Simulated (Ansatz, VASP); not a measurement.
**HfNO3 in VASP and in Ansatz**

```
Hf N O
1.0
     2.00526   -4.49860    0.00000
     0.00000    2.69622   -4.12176
     6.04872    0.00000    0.00000
Hf N O
2 2 6
Direct
  0.00000 0.00000 0.00000
  0.00000 0.50000 0.50000
  0.50000 0.75000 0.75000
  0.50000 0.25000 0.25000
  0.98600 0.75000 0.75000
  0.50000 0.23600 0.75000
  0.01400 0.26400 0.75000
  0.01400 0.25000 0.25000
  0.50000 0.76400 0.25000
  0.98600 0.73600 0.25000
```

Alike in both runs: task single point; functional PBE; k mesh 7 × 7 × 7; occupations gaussian, width 0.0171 eV; no spin polarisation.

|  | VASP | Ansatz |
| --- | --- | --- |
| version | VASP 6.6.1 | Ansatz 0.2.0 |
| potentials or method | VASP PAW PBE potentials, release 64 (Hf_pv, N, O), cutoff 520 eV | PAW plane waves |
| valence electrons in the cell | 66 | 98 |

```tsv
	VASP	Ansatz	Ansatz less VASP
rms of the force components (eV/Å)	0.459	0.463	+0.0041
```

Atom by atom the forces differ by 0.004 eV/Å (rms over components). With one functional, cell and mesh, what is left measures potentials, basis and numerics. VASP's potentials hold 66 valence electrons a cell and Ansatz's 98, so a difference there can come from the potentials and not from the codes. Ansatz's warnings: structure snapped to symmetry.

Spin-orbit coupling is off throughout.
